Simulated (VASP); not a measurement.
# NiO (Fm-3m) in VASP: a series of runs

The runs below take NiO through single point, with PBE.

All numbers are computed with VASP 6.6.1; they aren't measurements. Logs are shortened: lines on timing, memory, paths and dates and some standing lists are left out, and cuts for length are marked.

**1. The cell of the first run**

Symmetry: Fm-3m, No. 225, cubic system. The conventional cell has a = 4.199 Å, b = 4.199 Å, c = 4.199 Å, α = 90.00°, β = 90.00°, γ = 90.00°. Within 2.8 Å of Ni (site symmetry m-3m) lie 6 O at 2.10 Å. Within 2.8 Å of O (site symmetry m-3m) lie 6 Ni at 2.10 Å.

**2. Single point, PBE, collinear spin, ferromagnetic start**

INCAR

```
PREC = Accurate ; ENCUT = 520
EDIFF = 1E-6 ; ISMEAR = 0
SIGMA = 0.1 ; LREAL = False
LASPH = True ; NELM = 150
ALGO = Normal ; ISIF = 2
LWAVE = False ; LCHARG = False
ISPIN = 2 ; MAGMOM = 1.6 0.32
LORBIT = 11 ; LMAXMIX = 4
GGA = PE ; NBANDS = 19
```

KPOINTS

```
regular mesh
0
Gamma
  18 18 18
```

POSCAR

```
NiO
1.0
    0.0000000000      2.0996911090      2.0996911090
    2.0996911090      0.0000000000      2.0996911090
    2.0996911090      2.0996911090      0.0000000000
Ni O
1 1
Direct
    0.0000000000      0.0000000000      0.0000000000
    0.5000000000      0.5000000000      0.5000000000
```

Potentials or basis: VASP PAW PBE potentials, release 64 (Ni, O).

Command:

```bash
cat potpaw_PBE.64/Ni/POTCAR potpaw_PBE.64/O/POTCAR > POTCAR
mpirun -np 1 vasp_std > vasp.out
```

OUTCAR:

```text
PREC = Accurate
   ENCUT = 520
   EDIFF = 1E-6
   ISMEAR = 0
   LREAL = False
   LASPH = True
   NELM = 150
   ISIF = 2
   ISPIN = 2
   LORBIT = 11
   GGA = PE

 ion  position               nearest neighbor table
   1  0.000  0.000  0.000-   2 2.10   2 2.10   2 2.10   2 2.10   2 2.10   2 2.10
   2  0.500  0.500  0.500-   1 2.10   1 2.10   1 2.10   1 2.10   1 2.10   1 2.10

  LATTYP: Found a face centered cubic cell.
 ALAT       =     4.1993822180

  Lattice vectors:

 A1 = (   0.0000000000,   2.0996911090,   2.0996911090)
 A2 = (   2.0996911090,   0.0000000000,   2.0996911090)
 A3 = (   2.0996911090,   2.0996911090,   0.0000000000)

Analysis of symmetry for initial positions (statically):
=====================================================================
 Subroutine PRICEL returns:
 Original cell was already a primitive cell.

 Routine SETGRP: Setting up the symmetry group for a
 face centered cubic supercell.

 Subroutine GETGRP returns: Found 48 space group operations
 (whereof 48 operations were pure point group operations)
 out of a pool of 48 trial point group operations.

The static configuration has the point symmetry O_h .

Analysis of symmetry for dynamics (positions and initial velocities):
=====================================================================
 Subroutine PRICEL returns:
 Original cell was already a primitive cell.

 Routine SETGRP: Setting up the symmetry group for a
 face centered cubic supercell.

 Subroutine GETGRP returns: Found 48 space group operations
 (whereof 48 operations were pure point group operations)
 out of a pool of 48 trial point group operations.

The dynamic configuration has the point symmetry O_h .

Analysis of structural, dynamic, and magnetic symmetry:
=====================================================================
 Subroutine PRICEL returns:
 Original cell was already a primitive cell.

 Routine SETGRP: Setting up the symmetry group for a
 face centered cubic supercell.

 Subroutine GETGRP returns: Found 48 space group operations
 (whereof 48 operations were pure point group operations)
 out of a pool of 48 trial point group operations.

The overall configuration has the point symmetry O_h .

 Subroutine INISYM returns: Found 48 space group operations
 (whereof 48 operations are pure point group operations),
 and found     1 'primitive' translations

----------------------------------------------------------------------------------------

                                     Primitive cell

  volume of cell :      18.5138

  direct lattice vectors                    reciprocal lattice vectors
     0.000000000  2.099691109  2.099691109    -0.238130265  0.238130265  0.238130265
     2.099691109  0.000000000  2.099691109     0.238130265 -0.238130265  0.238130265
     2.099691109  2.099691109  0.000000000     0.238130265  0.238130265 -0.238130265

  length of vectors
     2.969411643  2.969411643  2.969411643     0.412453718  0.412453718  0.412453718

  position of ions in fractional coordinates (direct lattice)
     0.000000000  0.000000000  0.000000000
     0.500000000  0.500000000  0.500000000

  ion indices of the primitive-cell ions
   primitive index   ion index
                 1           1
                 2           2

----------------------------------------------------------------------------------------

 KPOINTS: regular mesh

Automatic generation of k-mesh.
 Grid dimensions read from file:
 generate k-points for:   18   18   18

 Generating k-lattice:

  Cartesian coordinates                     Fractional coordinates (reciprocal lattice)
    -0.013229459  0.013229459  0.013229459     0.055555556  0.000000000  0.000000000
     0.013229459 -0.013229459  0.013229459     0.000000000  0.055555556  0.000000000
     0.013229459  0.013229459 -0.013229459     0.000000000  0.000000000  0.055555556

  Length of vectors
     0.022914095  0.022914095  0.022914095

  Shift w.r.t. Gamma in fractional coordinates (k-lattice)
     0.000000000  0.000000000  0.000000000

 Subroutine IBZKPT returns following result:
 ===========================================

 Found    195 irreducible k-points:

 Following reciprocal coordinates:
            Coordinates               Weight
  0.000000  0.000000  0.000000      1.000000
  0.055556  0.000000  0.000000      8.000000
  0.111111  0.000000  0.000000      8.000000
  0.166667  0.000000  0.000000      8.000000
  0.222222  0.000000  0.000000      8.000000
  0.277778  0.000000  0.000000      8.000000
[... 16 lines left out ...]
 -0.277778  0.055556  0.000000     24.000000
 -0.222222  0.055556  0.000000     24.000000
 [... further k-points ...]
   k-points           NKPTS =    195   k-points in BZ     NKDIM =    195   number of bands    NBANDS=     19
   number of dos      NEDOS =    301   number of ions     NIONS =      2
   total plane-waves  NPLWV =  13824
   dimension x,y,z NGX =    24 NGY =   24 NGZ =   24
   dimension x,y,z NGXF=    48 NGYF=   48 NGZF=   48
   ions per type =               1   1
   NGX,Y,Z   is equivalent  to a cutoff of  13.44, 13.44, 13.44 a.u.
   NGXF,Y,Z  is equivalent  to a cutoff of  26.87, 26.87, 26.87 a.u.
 SYSTEM =  unknown system
   PREC   = accura    normal or accurate (medium, high low for compatibility)
   ISTART =      0    job   : 0-new  1-cont  2-samecut
   ICHARG =      2    charge: 1-file 2-atom 10-const
   ISPIN  =      2    spin polarized calculation?
   LNONCOLLINEAR =      F non collinear calculations
   LSORBIT =      F    spin-orbit coupling
   LASPH  =      T    aspherical Exc in radial PAW
   ENCUT  =  520.0 eV  38.22 Ry    6.18 a.u.   5.52  5.52  5.52*2*pi/ulx,y,z
   NELM   =    150;   NELMIN=  2; NELMDL= -5     # of ELM steps
   EDIFF  = 0.1E-05   stopping-criterion for ELM
   LREAL  =      F    real-space projection
   EDIFFG = 0.1E-04   stopping-criterion for IOM
   NSW    =      0    number of steps for IOM
   IBRION =     -1    ionic relax: 0-MD 1-quasi-New 2-CG
   NFREE  =      0    steps in history (QN), initial steepest desc. (CG)
   ISIF   =      2    stress and relaxation
   ISYM   =      2    0-nonsym 1-usesym 2-fastsym
   POTIM  = 0.5000    time-step for ionic-motion
   TEBEG  =    0.0;   TEEND  =   0.0 temperature during run
   PSTRESS=    0.0 pullay stress
   NELECT =      16.0000    total number of electrons
   NUPDOWN=      -1.0000    fix difference up-down
   EMIN   =  10.00;   EMAX   =-10.00  energy-range for DOS
   EFERMI =   0.00;   METHOD = LEGACY
   ISMEAR =     0;   SIGMA  =   0.10  broadening in eV -4-tet -1-fermi 0-gaus
   EFERMI_NEDOS =   21; number of points for ismear=-14 and -15
   IALGO  =     38    algorithm
   IMIX   =      4    mixing-type and parameters
     AMIX     =   0.40;   BMIX     =  1.00
     AMIX_MAG =   1.60;   BMIX_MAG =  1.00
  volume/ion in A,a.u.               =       9.26        62.47
  Fermi-wavevector in a.u.,A,eV,Ry     =   1.559371  2.946784 33.084437  2.431638
  Thomas-Fermi vector in A             =   2.662739
   LORBIT       =     11    0 simple, 1 ext, 2 COOP (PROOUT), +10 PAW based schemes
   GGA     = PE    functional components
   LHFCALC =     F    Hartree Fock is set to
   AEXX    =    0.0000 exact exchange contribution
   IVDW    =     0    specifies the selected vdW correction
   LEPSILON=     F    determine dielectric tensor
   LRPA    =     F    only Hartree local field effects (RPA)
 spin polarized calculation
 Gauss-broadening in eV      SIGMA  =   0.10
  energy-cutoff  :      520.00
  volume of cell :       18.51
 maximum number of plane-waves:       531
 NGX is ok and might be reduce to    24
   NGX = 11   NGY = 11   NGZ = 11

 number of electron      16.0000011 magnetization       1.7370143

 Free energy of the ion-electron system (eV)
  ---------------------------------------------------
  ext. energy  EPLUGINS =         0.00000000
  ---------------------------------------------------
  free energy    TOTEN  =       -11.48079118 eV

  energy without entropy =      -11.47475759  energy(sigma->0) =      -11.47777439

 E-fermi :   7.6660     XC(G=0): -12.5842

 val. band max:        7.6614837013   @ k =   0.3889   0.0556   0.0000
 cond. band min:       7.6687134185   @ k =  -0.2778   0.2778   0.0000
 fundamental gap:      0.0072297172
 Fermi energy:         7.6660451121

 spin component 1

 k-point     1 :       0.0000    0.0000    0.0000
  band No.  band energies     occupation
      1     -12.5552      1.00000
      2       4.5611      1.00000
      3       4.5612      1.00000
      4       4.7314      1.00000
      5       4.7314      1.00000
      6       4.7314      1.00000
[... 11 lines left out ...]
     18      33.3778      0.00000
     19      33.3779      0.00000

 k-point     2 :       0.0556    0.0000    0.0000
  band No.  band energies     occupation
      1     -12.5210      1.00000
      2       4.1451      1.00000
      3       4.1451      1.00000
      4       4.3379      1.00000
      5       4.9808      1.00000
      6       4.9808      1.00000
[... 476 lines left out ...]
 k-point    24 :      -0.2222    0.0556    0.0000
  band No.  band energies     occupation
      1     -11.9624      1.00000
      2       1.6606      1.00000
      3       2.5773      1.00000
      4       2.8856      1.00000
      5       5.2735      1.00000
      6       5.3139      1.00000
[... 11 lines left out ...]
     18      37.6182      0.00000
     19      38.6931      0.00000

 [... further k-points ...]

 spin component 2

 k-point     1 :       0.0000    0.0000    0.0000
  band No.  band energies     occupation
      1     -12.1235      1.00000
      2       5.2293      1.00000
      3       5.2293      1.00000
      4       5.2293      1.00000
      5       5.8558      1.00000
      6       5.8560      1.00000
[... 11 lines left out ...]
     18      33.9693      0.00000
     19      33.9696      0.00000

 k-point     2 :       0.0556    0.0000    0.0000
  band No.  band energies     occupation
      1     -12.0882      1.00000
      2       4.8620      1.00000
      3       5.0577      1.00000
      4       5.0577      1.00000
      5       5.9139      1.00000
      6       5.9141      1.00000
[... 476 lines left out ...]
 k-point    24 :      -0.2222    0.0556    0.0000
  band No.  band energies     occupation
      1     -11.5120      1.00000
      2       2.1296      1.00000
      3       3.7319      1.00000
      4       3.8202      1.00000
      5       6.2093      1.00000
      6       6.4162      1.00000
[... 11 lines left out ...]
     18      38.1413      0.00000
     19      39.2839      0.00000

 [... further k-points ...]
[... 5 lines left out ...]
  --------------------------------------------------------------------------------------
  -------------------------------------------------------------------------------------
  Total        0.1819359      0.1819359      0.1819359      0.0000000     -0.0000000      0.0000000
  in kB       15.7446453     15.7446453     15.7446453      0.0000000     -0.0000000      0.0000000
  external PRESSURE =      15.7446453 kB  Pullay stress =       0.0000000 kB

 VOLUME and BASIS-vectors are now :
 -----------------------------------------------------------------------------
  energy-cutoff  :      520.00
  volume of cell :       18.51
      direct lattice vectors                 reciprocal lattice vectors
     0.000000000  2.099691109  2.099691109    -0.238130265  0.238130265  0.238130265
     2.099691109  0.000000000  2.099691109     0.238130265 -0.238130265  0.238130265
     2.099691109  2.099691109  0.000000000     0.238130265  0.238130265 -0.238130265

 POSITION                                       TOTAL-FORCE (eV/Angst)
 -----------------------------------------------------------------------------------
      0.00000      0.00000      0.00000         0.000000      0.000000      0.000000
      2.09969      2.09969      2.09969         0.000000      0.000000      0.000000
 -----------------------------------------------------------------------------------
    total drift:                                0.000000     -0.000000     -0.000000

  FREE ENERGIE OF THE ION-ELECTRON SYSTEM (eV)
  ---------------------------------------------------
  free  energy   TOTEN  =       -11.4807911830 eV

  energy  without entropy=      -11.4747575871  energy(sigma->0) =      -11.47777439

 total charge

# of ion       s       p       d       tot
------------------------------------------
    1        0.327   0.392   8.238   8.957
    2        1.557   3.414   0.000   4.971
--------------------------------------------------
tot          1.883   3.806   8.238  13.927

 magnetization (x)

# of ion       s       p       d       tot
------------------------------------------
    1        0.011   0.015   1.405   1.431
    2        0.027   0.236   0.000   0.263
--------------------------------------------------
tot          0.039   0.250   1.405   1.694
```

It took 3.1 min on 1 thread of Intel Xeon 8259CL, shared host; peak memory 0.23 GiB.

Results:

| Quantity | Value |
| --- | --- |
| Free energy | -11.4808 eV |
| Pressure | 1.6 GPa |
| Net moment | 1.74 μB per cell |
| Site moments | Ni +1.43; O +0.26 μB |
| Valence electrons inside the program's atomic spheres | Ni 8.96; O 4.97 |

Levels at points of the mesh, in eV from the Fermi level:
Spin up:
```csv
k point,band 7,band 8,band 9,band 10,band 11,band 12
"(0.00, 0.00, 0.00)",-2.61,-2.61,-2.61,1.44,17.80,18.80
"(0.50, 0.00, 0.00)",-1.42,0.26,0.26,5.56,9.80,13.90
"(0.50, 0.50, 0.00)",-2.26,-1.64,-1.64,6.02,10.46,12.15
```
Spin down:
| k point | band 4 | band 5 | band 6 | band 7 | band 8 | band 9 | band 10 | band 11 |
| --- | --- | --- | --- | --- | --- | --- | --- | --- |
| (0.00, 0.00, 0.00) | -2.44 | -1.81 | -1.81 | -1.81 | -0.58 | -0.58 | 1.78 | 17.74 |
| (0.50, 0.00, 0.00) | -4.71 | -0.94 | -0.94 | -0.58 | 2.17 | 2.17 | 5.72 | 10.31 |
| (0.50, 0.50, 0.00) | -3.76 | -2.75 | -0.76 | -0.76 | -0.17 | 0.34 | 6.47 | 10.80 |

Caveat: a cell with one magnetic atom can't hold antiferromagnetic order, which such compounds often take; semilocal functionals often make such compounds metallic where correlation or magnetic order opens a gap, which also shifts bond lengths. With open d or f shells a metallic result of PBE can be an artefact of self-interaction; +U or a hybrid may open a gap.

**3. Single point, PBE, collinear spin, ferromagnetic start**

This run uses another cell than the first one, of 9.37 Å³/atom, 1.012 times its volume.

INCAR

```
  PREC = Accurate
  ENCUT = 520
  EDIFF = 1E-7
  ISMEAR = 0
  SIGMA = 0.1
  LREAL = False
  LASPH = True
  NELM = 150
  ALGO = Normal
  ISIF = 2
  LWAVE = False
  LCHARG = False
  ISPIN = 2
  MAGMOM = 1.62 0.33
  LORBIT = 11
  LMAXMIX = 4
  GGA = PE
  NBANDS = 19
```

KPOINTS

```
Automatic mesh
0
Gamma
  18 18 18
```

POSCAR

```
NiO
1.0
    0.0000000000      2.1081636304      2.1081636304
    2.1081636304      0.0000000000      2.1081636304
    2.1081636304      2.1081636304      0.0000000000
Ni O
1 1
Direct
    0.0000000000      0.0000000000      0.0000000000
    0.5000000000      0.5000000000      0.5000000000
```

Potentials or basis: VASP PAW PBE potentials, release 64 (Ni, O).

Command:

```bash
cat potpaw_PBE.64/Ni/POTCAR potpaw_PBE.64/O/POTCAR > POTCAR
mpirun -np 1 vasp_std > vasp.out
```

It took 3.9 min on 1 thread of Intel Xeon 8259CL, shared host; peak memory 0.23 GiB.

Results (log left out):

```
Free energy                                           : -11.4819 eV
Pressure                                              : -0.4 GPa
Net moment                                            : 1.77 μB per cell
Site moments                                          : Ni +1.45; O +0.27 μB
Valence electrons inside the program's atomic spheres : Ni 8.93; O 4.97
```

Levels at points of the mesh, in eV from the Fermi level:
Spin up:
```tsv
k point	band 6	band 7	band 8	band 9	band 10	band 11	band 12	band 13
(0.00, 0.00, 0.00)	-2.87	-2.59	-2.59	-2.59	1.39	17.77	18.72	18.72
(0.50, 0.00, 0.00)	-1.95	-1.42	0.23	0.23	5.55	9.70	13.83	13.83
(0.50, 0.50, 0.00)	-2.79	-2.29	-1.65	-1.65	5.96	10.39	12.11	16.28
```
Spin down:
| k point | band 4 | band 5 | band 6 | band 7 | band 8 | band 9 | band 10 | band 11 |
| --- | --- | --- | --- | --- | --- | --- | --- | --- |
| (0.00, 0.00, 0.00) | -2.36 | -1.77 | -1.77 | -1.77 | -0.54 | -0.54 | 1.74 | 17.71 |
| (0.50, 0.00, 0.00) | -4.60 | -0.93 | -0.93 | -0.57 | 2.17 | 2.17 | 5.71 | 10.22 |
| (0.50, 0.50, 0.00) | -3.67 | -2.69 | -0.75 | -0.75 | -0.13 | 0.35 | 6.41 | 10.75 |

Caveat: a cell with one magnetic atom can't hold antiferromagnetic order, which such compounds often take; semilocal functionals often make such compounds metallic where correlation or magnetic order opens a gap, which also shifts bond lengths. With open d or f shells a metallic result of PBE can be an artefact of self-interaction; +U or a hybrid may open a gap.
